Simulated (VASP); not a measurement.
# Hg (P6/mmm) in VASP: single point with PBEsol

Aim: the single point of Hg with PBEsol.

Everything below comes from runs of VASP 6.6.1. Logs are shortened: lines on timing, memory, paths and dates and some standing lists are left out, and cuts for length are marked.

## 1. The cell of the first run

The structure is hexagonal, space group P6/mmm (No. 191). Conventional cell: a = 2.876 Å, b = 2.876 Å, c = 2.871 Å, α = 90.00°, β = 90.00°, γ = 120.00°. Within 3.8 Å of Hg (site symmetry 6/mmm) lie 8 Hg at 2.87 to 2.88 Å.

## 2. Single point, PBEsol (Mg replaced by Hg, lengths x 0.962, strained)

File INCAR:

```
SYSTEM = Hg
PREC = Accurate
ENCUT = 500
EDIFF = 1E-6
ISMEAR = 0
SIGMA = 0.1
LREAL = .False.
LASPH = .True.
NELM = 120
ALGO = Normal
ISIF = 2
LWAVE = .False.
LCHARG = .False.
GGA = PS
NBANDS = 12
GGA_COMPAT = .False.
```

File KPOINTS:

```
regular mesh
0
Gamma
  9 9 6
  0 0 0
```

File POSCAR:

```
Hg
1.0
    2.8759249343      0.0000000000      0.0000000000
   -1.4379624672      2.4906240525      0.0000000000
    0.0000000000      0.0000000000      2.8707749602
Hg
1
Direct
    0.0000000000      0.0000000000      0.0000000000
```

Potentials or basis: VASP PAW PBE potentials, release 64 (Hg).

The run is started by

```
> cat potpaw_PBE.64/Hg/POTCAR > POTCAR
> mpirun -np 1 vasp_std > vasp.out
```

OUTCAR:

```text
SYSTEM = Hg
   PREC = Accurate
   ENCUT = 500
   EDIFF = 1E-6
   ISMEAR = 0
   LREAL = .False.
   LASPH = .True.
   NELM = 120
   ISIF = 2
   GGA = PS

 ion  position               nearest neighbor table
   1  0.000  0.000  0.000-

  LATTYP: Found a hexagonal cell.
 ALAT       =     2.8759249343
 C/A-ratio  =     0.9982092808

  Lattice vectors:

 A1 = (   2.8759249343,   0.0000000000,   0.0000000000)
 A2 = (  -1.4379624672,   2.4906240525,   0.0000000000)
 A3 = (   0.0000000000,   0.0000000000,   2.8707749602)

Analysis of symmetry for initial positions (statically):
=====================================================================
 Subroutine PRICEL returns:
 Original cell was already a primitive cell.

 Routine SETGRP: Setting up the symmetry group for a
 hexagonal supercell.

 Subroutine GETGRP returns: Found 24 space group operations
 (whereof 24 operations were pure point group operations)
 out of a pool of 24 trial point group operations.

The static configuration has the point symmetry D_6h.

Analysis of symmetry for dynamics (positions and initial velocities):
=====================================================================
 Subroutine PRICEL returns:
 Original cell was already a primitive cell.

 Routine SETGRP: Setting up the symmetry group for a
 hexagonal supercell.

 Subroutine GETGRP returns: Found 24 space group operations
 (whereof 24 operations were pure point group operations)
 out of a pool of 24 trial point group operations.

The dynamic configuration has the point symmetry D_6h.

 Subroutine INISYM returns: Found 24 space group operations
 (whereof 24 operations are pure point group operations),
 and found     1 'primitive' translations

----------------------------------------------------------------------------------------

                                     Primitive cell

  volume of cell :      20.5629

  direct lattice vectors                    reciprocal lattice vectors
     2.875924934  0.000000000  0.000000000     0.347714222  0.200752899  0.000000000
    -1.437962467  2.490624052  0.000000000     0.000000000  0.401505799  0.000000000
     0.000000000  0.000000000  2.870774960     0.000000000  0.000000000  0.348337997

  length of vectors
     2.875924934  2.875924934  2.870774960     0.401505799  0.401505799  0.348337997

  position of ions in fractional coordinates (direct lattice)
     0.000000000  0.000000000  0.000000000

  ion indices of the primitive-cell ions
   primitive index   ion index
                 1           1

----------------------------------------------------------------------------------------

 KPOINTS: regular mesh

Automatic generation of k-mesh.
 Grid dimensions read from file:
 generate k-points for:    9    9    6

 Generating k-lattice:

  Cartesian coordinates                     Fractional coordinates (reciprocal lattice)
     0.038634914  0.022305878  0.000000000     0.111111111 -0.000000000  0.000000000
     0.000000000  0.044611755  0.000000000     0.000000000  0.111111111  0.000000000
     0.000000000  0.000000000  0.058056333     0.000000000  0.000000000  0.166666667

  Length of vectors
     0.044611755  0.044611755  0.058056333

  Shift w.r.t. Gamma in fractional coordinates (k-lattice)
     0.000000000  0.000000000  0.000000000

 Subroutine IBZKPT returns following result:
 ===========================================

 Found     48 irreducible k-points:

 Following reciprocal coordinates:
            Coordinates               Weight
  0.000000  0.000000  0.000000      1.000000
  0.111111  0.000000  0.000000      6.000000
  0.222222 -0.000000  0.000000      6.000000
  0.333333  0.000000  0.000000      6.000000
  0.444444 -0.000000  0.000000      6.000000
  0.111111  0.111111  0.000000      6.000000
[... 16 lines left out ...]
  0.333333  0.222222  0.166667     24.000000
  0.333333  0.333333  0.166667      4.000000
 [... further k-points ...]
   k-points           NKPTS =     48   k-points in BZ     NKDIM =     48   number of bands    NBANDS=     12
   number of dos      NEDOS =    301   number of ions     NIONS =      1
   total plane-waves  NPLWV =  13824
   dimension x,y,z NGX =    24 NGY =   24 NGZ =   24
   dimension x,y,z NGXF=    48 NGYF=   48 NGZF=   48
   ions per type =               1
   NGX,Y,Z   is equivalent  to a cutoff of  13.87, 13.87, 13.90 a.u.
   NGXF,Y,Z  is equivalent  to a cutoff of  27.75, 27.75, 27.80 a.u.
 SYSTEM =  Hg
   PREC   = accura    normal or accurate (medium, high low for compatibility)
   ISTART =      0    job   : 0-new  1-cont  2-samecut
   ICHARG =      2    charge: 1-file 2-atom 10-const
   ISPIN  =      1    spin polarized calculation?
   LNONCOLLINEAR =      F non collinear calculations
   LSORBIT =      F    spin-orbit coupling
   LASPH  =      T    aspherical Exc in radial PAW
   ENCUT  =  500.0 eV  36.75 Ry    6.06 a.u.   5.24  5.24  5.23*2*pi/ulx,y,z
   NELM   =    120;   NELMIN=  2; NELMDL= -5     # of ELM steps
   EDIFF  = 0.1E-05   stopping-criterion for ELM
   LREAL  =      F    real-space projection
   EDIFFG = 0.1E-04   stopping-criterion for IOM
   NSW    =      0    number of steps for IOM
   IBRION =     -1    ionic relax: 0-MD 1-quasi-New 2-CG
   NFREE  =      0    steps in history (QN), initial steepest desc. (CG)
   ISIF   =      2    stress and relaxation
   ISYM   =      2    0-nonsym 1-usesym 2-fastsym
   POTIM  = 0.5000    time-step for ionic-motion
   TEBEG  =    0.0;   TEEND  =   0.0 temperature during run
   PSTRESS=    0.0 pullay stress
   NELECT =      12.0000    total number of electrons
   NUPDOWN=      -1.0000    fix difference up-down
   EMIN   =  10.00;   EMAX   =-10.00  energy-range for DOS
   EFERMI =   0.00;   METHOD = LEGACY
   ISMEAR =     0;   SIGMA  =   0.10  broadening in eV -4-tet -1-fermi 0-gaus
   EFERMI_NEDOS =   21; number of points for ismear=-14 and -15
   IALGO  =     38    algorithm
   IMIX   =      4    mixing-type and parameters
     AMIX     =   0.40;   BMIX     =  1.00
     AMIX_MAG =   1.60;   BMIX_MAG =  1.00
  volume/ion in A,a.u.               =      20.56       138.77
  Fermi-wavevector in a.u.,A,eV,Ry     =   1.368066  2.585269 25.464715  1.871604
  Thomas-Fermi vector in A             =   2.494063
   LORBIT       =      0    0 simple, 1 ext, 2 COOP (PROOUT), +10 PAW based schemes
   GGA     = PS    functional components
   LHFCALC =     F    Hartree Fock is set to
   AEXX    =    0.0000 exact exchange contribution
   IVDW    =     0    specifies the selected vdW correction
   LEPSILON=     F    determine dielectric tensor
   LRPA    =     F    only Hartree local field effects (RPA)
 non-spin polarized calculation
 Gauss-broadening in eV      SIGMA  =   0.10
  energy-cutoff  :      500.00
  volume of cell :       20.56
 maximum number of plane-waves:       535
 NGX is ok and might be reduce to    24
   NGX = 11   NGY = 11   NGZ = 11

 number of electron      12.0000002 magnetization

 Free energy of the ion-electron system (eV)
  ---------------------------------------------------
  ext. energy  EPLUGINS =         0.00000000
  ---------------------------------------------------
  free energy    TOTEN  =        -0.41975674 eV

  energy without entropy =       -0.41828853  energy(sigma->0) =       -0.41902263

 E-fermi :   3.9406     XC(G=0): -11.7556

 val. band max:        3.6035673506   @ k =   0.3333   0.2222   0.3333
 cond. band min:       3.9576865865   @ k =   0.2222   0.1111   0.5000
 fundamental gap:      0.3541192359
 Fermi energy:         3.9405810509

 k-point     1 :       0.0000    0.0000    0.0000
  band No.  band energies     occupation
      1      -6.7178      2.00000
      2      -5.2393      2.00000
      3      -3.9063      2.00000
      4      -3.9063      2.00000
      5      -2.1627      2.00000
      6      -2.1627      2.00000
      7      13.5398      0.00000
      8      18.2650      0.00000
      9      19.2837      0.00000
     10      20.1166      0.00000
     11      20.1166      0.00000
     12      25.2493      0.00000

 k-point     2 :       0.1111    0.0000    0.0000
  band No.  band energies     occupation
      1      -6.3303      2.00000
      2      -5.1610      2.00000
      3      -4.0129      2.00000
      4      -3.6943      2.00000
      5      -2.3234      2.00000
      6      -2.1939      2.00000
      7      14.1026      0.00000
      8      16.6979      0.00000
      9      18.5201      0.00000
     10      18.8410      0.00000
     11      19.9050      0.00000
     12      26.3988      0.00000

 k-point     3 :       0.2222   -0.0000    0.0000
  band No.  band energies     occupation
      1      -5.4613      2.00000
      2      -4.9834      2.00000
      3      -3.9353      2.00000
      4      -3.1218      2.00000
      5      -2.7034      2.00000
      6      -2.2724      2.00000
      7      12.3883      0.00000
      8      15.6439      0.00000
      9      16.6814      0.00000
     10      18.5286      0.00000
     11      20.1371      0.00000
     12      27.6221      0.00000
[... 286 lines left out ...]
 k-point    23 :       0.3333    0.2222    0.1667
  band No.  band energies     occupation
      1      -4.4973      2.00000
      2      -3.9346      2.00000
      3      -3.7529      2.00000
      4      -3.0236      2.00000
      5      -2.9758      2.00000
      6       2.3531      2.00000
      7       5.5251      0.00000
      8       9.3363      0.00000
      9      16.4754      0.00000
     10      19.0266      0.00000
     11      21.5289      0.00000
     12      26.0328      0.00000

 k-point    24 :       0.3333    0.3333    0.1667
  band No.  band energies     occupation
      1      -3.8881      2.00000
      2      -3.8776      2.00000
      3      -3.8776      2.00000
      4      -3.2601      2.00000
      5      -3.2601      2.00000
      6       3.4798      2.00000
      7       6.4321      0.00000
      8       6.4321      0.00000
      9      18.8618      0.00000
     10      18.8618      0.00000
     11      18.8784      0.00000
     12      28.0836      0.00000

 [... further k-points ...]

------------------------ aborting loop because EDIFF is reached ----------------------------------------

  FORCE on cell =-STRESS in cart. coord.  units (eV):
  Direction    XX          YY          ZZ          XY          YZ          ZX
  --------------------------------------------------------------------------------------
  -------------------------------------------------------------------------------------
  Total        2.0687346      2.0687346      1.5757103     -0.0000000     -0.0000000      0.0000000
  in kB      161.1871772    161.1871772    122.7727804     -0.0000000     -0.0000000      0.0000000
  external PRESSURE =     148.3823783 kB  Pullay stress =       0.0000000 kB

 VOLUME and BASIS-vectors are now :
 -----------------------------------------------------------------------------
  energy-cutoff  :      500.00
  volume of cell :       20.56
      direct lattice vectors                 reciprocal lattice vectors
     2.875924934  0.000000000  0.000000000     0.347714222  0.200752899  0.000000000
    -1.437962467  2.490624052  0.000000000     0.000000000  0.401505799  0.000000000
     0.000000000  0.000000000  2.870774960     0.000000000  0.000000000  0.348337997

 POSITION                                       TOTAL-FORCE (eV/Angst)
 -----------------------------------------------------------------------------------
      0.00000      0.00000      0.00000         0.000000      0.000000      0.000000
 -----------------------------------------------------------------------------------
    total drift:                                0.000000     -0.000000      0.000000

  FREE ENERGIE OF THE ION-ELECTRON SYSTEM (eV)
  ---------------------------------------------------
  free  energy   TOTEN  =        -0.4197567381 eV

  energy  without entropy=       -0.4182885276  energy(sigma->0) =       -0.41902263
```

Wall time 19 s (1 thread of Intel Xeon 8259CL, shared host); peak memory 0.14 GiB.

What came out:

```yaml
Free_energy: -0.4198 eV
Pressure: 14.8 GPa
Band_gap_on_the_k_mesh: zero (bands 6 and 7 overlap by 6.87 eV)
```

Stress tensor (GPa, compression positive):
```
16.12  0.00  0.00
 0.00 16.12  0.00
 0.00  0.00 12.28
```

Caveat: the k points lie up to 0.36 Å⁻¹ apart, too coarse for converged energies and pressures of a metal; the cell differs from its parent crystal (Mg replaced by Hg, lengths x 0.962, strained); the PAW data sets were made with another functional, which shifts forces and pressure a little; spin-orbit coupling is left out, which moves the levels of the heavy elements.

The gap in the log of VASP goes by the Fermi energy; the results here count the filled bands.